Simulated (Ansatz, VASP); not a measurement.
# Sc in VASP and in Ansatz

File INCAR:

```
PREC = Accurate
ENCUT = 600
EDIFF = 1E-7
ISMEAR = -1
SIGMA = 0.05
LREAL = False
LASPH = True
NELM = 80
ALGO = Normal
ISIF = 3
LWAVE = False
LCHARG = False
GGA = RP
IBRION = 2
NSW = 60
EDIFFG = -0.01
```

The input KPOINTS:

```
Automatic mesh
0
Gamma
  10 10 10
```

The input POSCAR:

```
Sc
1.0
    0.0000000000      2.2600000000      2.2600000000
    2.2600000000      0.0000000000      2.2600000000
    2.2600000000      2.2600000000      0.0000000000
Sc
1
Direct
    0.0000000000      0.0000000000      0.0000000000
```

The input input.yaml:

```yaml
crystal:
  lattice:
    - [0.0, 2.26, 2.26]
    - [2.26, 0.0, 2.26]
    - [2.26, 2.26, 0.0]
  atoms:
    - { symbol: Sc, position: [0.0, 0.0, 0.0] }
hamiltonian:
  xc: rpbe
  pseudopotentials: { kind: paw }
kpoints:
  mp_grid: { grid: [10, 10, 10] }
scf:
  occupations: { method: fermi_dirac, width: 0.05 }
output:
  forces: true
  stress: true
  eigenvalues: true
  write_density: true
  write_potential: true
  elf: true
  volumetric_format: npy
relax:
  f_tol: 0.01
  max_steps: 40
  cell: { stress_tol: 0.05 }
```

Alike in both runs: task relaxation of cell and atoms; functional RPBE; k mesh 10 × 10 × 10; occupations fermi-dirac, width 0.05 eV; no spin polarisation.

|  | VASP | Ansatz |
| --- | --- | --- |
| version | VASP 6.6.1 | Ansatz 0.2.0 |
| potentials or method | VASP PAW PBE potentials, release 64 (Sc_sv) | Ansatz PAW |
| plane-wave cutoff (eV) | 600 | 420 |
| valence electrons in the cell | 11 | 11 |

```tsv
	VASP	Ansatz	Ansatz less VASP
gap on the k mesh at the Fermi level, each at its own relaxed structure (eV)	none	none	-
relaxed volume (Å³/atom)	25.72	25.72	+0.007
relaxed cell length with the largest relative difference (Å)	3.313	3.313	+0.0003
```

VASP's potentials were made for PBE, not for RPBE. A gap of «none» marks a metal or a gap that the smearing closes.

Noted on Ansatz's run: the plane-wave basis is chosen anew once the cell has moved, so the energies of steps on either side of that aren't comparable.
